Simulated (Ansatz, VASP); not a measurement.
# Two plane-wave programs on PtBr2

File INCAR:

```
SYSTEM = PtBr2
ALGO = Normal
EDIFF = 1E-6
ENCUT = 520
GGA = PE
ISIF = 2
ISMEAR = 0
LASPH = .TRUE.
LCHARG = .FALSE.
LREAL = .FALSE.
LWAVE = .FALSE.
NBANDS = 19
NELM = 80
PREC = Accurate
SIGMA = 0.1
```

The input KPOINTS:

```
k-points
0
G
  6 6 4
  0 0 0
```

POSCAR

```
PtBr2
1.0
    3.6783694800      0.0000000000      0.0000000000
    0.0000000000      3.6783694800      0.0000000000
    0.0000000000      0.0000000000      5.2020000000
Pt Br
1 2
Direct
    0.0000000000      0.0000000000      0.0000000000
    0.0000000000      0.0000000000      0.5000000000
    0.5000000000      0.5000000000      0.0000000000
```

Input for Ansatz:

```yaml
crystal:
  lattice:
    - [3.67836948, 0.0, 0.0]
    - [0.0, 3.67836948, 0.0]
    - [0.0, 0.0, 5.202]
  atoms:
    - { symbol: Pt, position: [0.0, 0.0, 0.0] }
    - { symbol: Br, position: [0.0, 0.0, 0.5] }
    - { symbol: Br, position: [0.5, 0.5, 0.0] }
basis:
  ecutwfc: 420
kpoints:
  mp_grid: { grid: [6, 6, 4] }
hamiltonian:
  xc: pbe
scf:
  occupations: { method: gaussian, width: 0.1 }
  lower_state_search: "off"
output:
  forces: true
  stress: true
  eigenvalues: true
```

Change from the starting cell: ordered vacancies on the cation sites of rock salt (P4/mmm, No. 123).

Alike in both runs: task single point; functional PBE; k mesh 6 × 6 × 4; occupations gaussian, width 0.1 eV; no spin polarisation.

```csv
,VASP,Ansatz
version,VASP 6.6.1,Ansatz 0.2.0
potentials or method,"VASP PAW PBE potentials, release 64 (Pt, Br), cutoff 520 eV","scalar-relativistic, plane waves, PAW"
valence electrons in the cell,24,32
```

Ansatz gave:

| Property | Result |
| --- | --- |
| gap on the k mesh at the Fermi level (eV) | none |
| pressure (GPa) | 3.0 |
| traceless stress, the component that is largest in VASP (GPa) | -5.83 |

Problem. Which values does VASP return?

Solution. gap on the k mesh at the Fermi level (eV): none; pressure (GPa): 2.9; traceless stress, the component that is largest in VASP (GPa): -5.81.

A gap of «none» marks a metal or a gap that the smearing closes. The functional is the same, so the differences come from potentials, cutoffs and numerics. VASP's potentials hold 24 valence electrons a cell and Ansatz's 32, so a difference there can come from the potentials and not from the codes.

Neither program's run includes spin-orbit coupling.
